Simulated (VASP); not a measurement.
Set up this calculation in VASP 6.6.1, as the native input.

```
Task                    : single point
Functional              : PBEsol
Potentials or basis     : VASP PAW PBE potentials, release 64 (Ti_sv, O)
Cutoff                  : 520 eV
k mesh                  : 8 × 8 × 12
Occupations             : gaussian, width 0.1 eV
Spin                    : no spin polarisation
Dipole correction       : no
k mesh for the DOS      : 12 × 12 × 18
Occupations for the DOS : tetrahedron
Further INCAR settings  : ALGO = Normal; EDIFF = 1e-06
```

Ti3O4:

```xyz
7
Lattice="2.9128 -4.0304 0.0000 2.9128 4.0304 0.0000 0.0000 0.0000 2.9690" Properties=species:S:1:pos:R:3 pbc="T T T"
Ti    0.0000    0.0000    1.4845
Ti    1.4564   -2.0152    0.0000
Ti    1.4564    2.0152    0.0000
O     4.4437    0.0000    0.0000
O     2.9128    1.9436    1.4845
O     1.3819    0.0000    0.0000
O     2.9128   -1.9436    1.4845
```

These files were run (other wordings do the same):

POSCAR

```
Ti3O4
1.0
    2.9128162290     -4.0303540212      0.0000000000
    2.9128162290      4.0303540212      0.0000000000
    0.0000000000      0.0000000000      2.9690273776
Ti O
3 4
Direct
    0.0000000000      0.0000000000      0.5000000000
    0.5000000000      0.0000000000      0.0000000000
    0.0000000000      0.5000000000      0.0000000000
    0.7627833111      0.7627833111      0.0000000000
    0.2588765549      0.7411234451      0.5000000000
    0.2372166889      0.2372166889      0.0000000000
    0.7411234451      0.2588765549      0.5000000000
```

INCAR.step1

```
ALGO = Normal
EDIFF = 1E-6
ENCUT = 520
GGA = PS
ISIF = 2
ISMEAR = 0
LASPH = T
LCHARG = T
LMAXMIX = 4
LREAL = F
LWAVE = F
NBANDS = 39
NELM = 100
PREC = Accurate
SIGMA = 0.1
```

KPOINTS.step1

```
k-points
0
Gamma
  8 8 12
```

INCAR.step2

```
ALGO = Normal
EDIFF = 1E-6
ENCUT = 520
GGA = PS
ICHARG = 11
ISIF = 2
ISMEAR = -5
LASPH = T
LCHARG = F
LMAXMIX = 4
LORBIT = 11
LREAL = F
LWAVE = F
NEDOS = 2001
NELM = 100
PREC = Accurate
SIGMA = 0.1
```

KPOINTS.step2

```
k-points
0
Gamma
  12 12 18
```

Potentials or basis: VASP PAW PBE potentials, release 64 (Ti_sv, O).

Run with:

```sh
$ cat potpaw_PBE.64/Ti_sv/POTCAR potpaw_PBE.64/O/POTCAR > POTCAR
$ cp INCAR.step1 INCAR
$ cp KPOINTS.step1 KPOINTS
$ mpirun -np 1 vasp_std > vasp.out
$ cp INCAR.step2 INCAR
$ cp KPOINTS.step2 KPOINTS
$ mpirun -np 1 vasp_std > vasp.out
```

It gave:

- Valence electrons inside the program's atomic spheres: Ti 10.47, 10.36 (each value once); O 5.04

Run time: 8.4 min on 1 thread of Intel(R) Xeon(R) 6975P-C (Granite Rapids), on a shared host, peak memory 0.8 GiB.
